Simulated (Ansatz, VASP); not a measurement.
**Zr in VASP and in Ansatz**

The input INCAR:

```
SYSTEM = Zr
ALGO = Fast
EDIFF = 1E-6
EDIFFG = -0.005
ENCUT = 600
GGA = PE
IBRION = 2
ISIF = 3
ISMEAR = 0
IVDW = 12
LASPH = .True.
LCHARG = .False.
LREAL = .False.
LWAVE = .False.
NELM = 60
NSW = 100
PREC = Accurate
SIGMA = 0.1
```

KPOINTS

```
k-points
0
Gamma
  15 15 8
  0 0 0
```

The input POSCAR:

```
Zr
1.0
    3.2392314131      0.0000000000      0.0000000000
   -1.6196157065      2.8052566925      0.0000000000
    0.0000000000      0.0000000000      5.1722200000
Zr
2
Direct
    0.3333333300      0.6666666700      0.2500000000
    0.6666666700      0.3333333300      0.7500000000
```

Input for Ansatz:

```yaml
crystal:
  lattice:
    - [3.2392314131, 0.0, 0.0]
    - [-1.6196157065, 2.8052566925, 0.0]
    - [0.0, 0.0, 5.17222]
  atoms:
    - { symbol: Zr, position: [0.33333333, 0.66666667, 0.25] }
    - { symbol: Zr, position: [0.66666667, 0.33333333, 0.75] }
basis:
  ecutwfc: 420
kpoints:
  mp_grid: { grid: [15, 15, 8] }
hamiltonian:
  xc: pbe
  dispersion: d3bj
scf:
  occupations: { method: gaussian, width: 0.1 }
output:
  forces: true
  stress: true
  eigenvalues: true
relax:
  adjacent_minimum: "off"
  f_tol: 0.005
  max_steps: 80
  cell: { stress_tol: 0.05 }
```

Alike in both runs: task relaxation of cell and atoms; functional PBE; dispersion D3(BJ); k mesh 15 × 15 × 8; occupations gaussian, width 0.1 eV; no spin polarisation.

|  | VASP | Ansatz |
| --- | --- | --- |
| version | VASP 6.6.1 | Ansatz 0.2.0 |
| potentials or method | VASP PAW PBE potentials, release 64 (Zr_sv), cutoff 600 eV | scalar-relativistic, plane waves, PAW |
| valence electrons in the cell | 24 | 24 |

|  | VASP | Ansatz | Ansatz less VASP |
| --- | --- | --- | --- |
| gap on the k mesh at the Fermi level, each at its own relaxed structure (eV) | none | none | - |
| relaxed volume (Å³/atom) | 22.45 | 22.44 | -0.005 |
| relaxed length of the cell vector where the two differ most in proportion (Å) | 3.184 | 3.183 | -0.0004 |

A gap of «none» marks a metal or a gap that the smearing closes.
